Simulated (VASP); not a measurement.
Set up this calculation in VASP 6.6.1, as the native input.

* Task: single point
* Functional: PBE
* Potentials or basis: VASP PAW PBE potentials, release 64 (Sc_sv, Al, N)
* Cutoff: 520 eV
* k mesh: 3 × 3 × 6
* Occupations: gaussian, width 0.1 eV
* Spin: no spin polarisation
* Dipole correction: no
* Further INCAR settings: ALGO = Normal; EDIFF = 1e-06; NBANDS = 25

The structure of ScAl2N3 lies in POSCAR:

```
ScAl2N3
1.0
    7.4574371422      0.0000000000      0.0000000000
   -3.7287185711      6.4583300123      0.0000000000
    0.0000000000      0.0000000000      3.5275940286
Sc Al N
1 2 3
Direct
    0.0000000000      0.0000000000      0.0000000000
    0.3333333333      0.6666666667      0.0000000000
    0.6666666667      0.3333333333      0.0000000000
    0.3333333333      0.6666666667      0.5000000000
    0.6666666667      0.3333333333      0.5000000000
    0.0000000000      0.0000000000      0.5000000000
```

The cell was built from a structure type or drawn by symmetry, and may not be a known phase.

The input as run:

INCAR

```
PREC = Accurate
ENCUT = 520
EDIFF = 1E-6
ISMEAR = 0
SIGMA = 0.1
LREAL = F
LASPH = T
NELM = 60
ALGO = Normal
ISIF = 2
LWAVE = F
LCHARG = F
GGA = PE
NBANDS = 25
```

KPOINTS

```
Automatic mesh
0
Gamma
  3 3 6
```

Potentials or basis: VASP PAW PBE potentials, release 64 (Sc_sv, Al, N).

The run is started by

```bash
$ cat potpaw_PBE.64/Sc_sv/POTCAR potpaw_PBE.64/Al/POTCAR potpaw_PBE.64/N/POTCAR > POTCAR
$ mpirun -np 1 vasp_std > vasp.out
```

It gave:

The pressure is 0.4 GPa and the band gap on the k mesh is zero (bands 16 and 17 overlap by 0.32 eV).

Run time: 110 s on 1 thread of Intel Xeon 8259CL, on a shared host, peak memory 0.3 GiB.
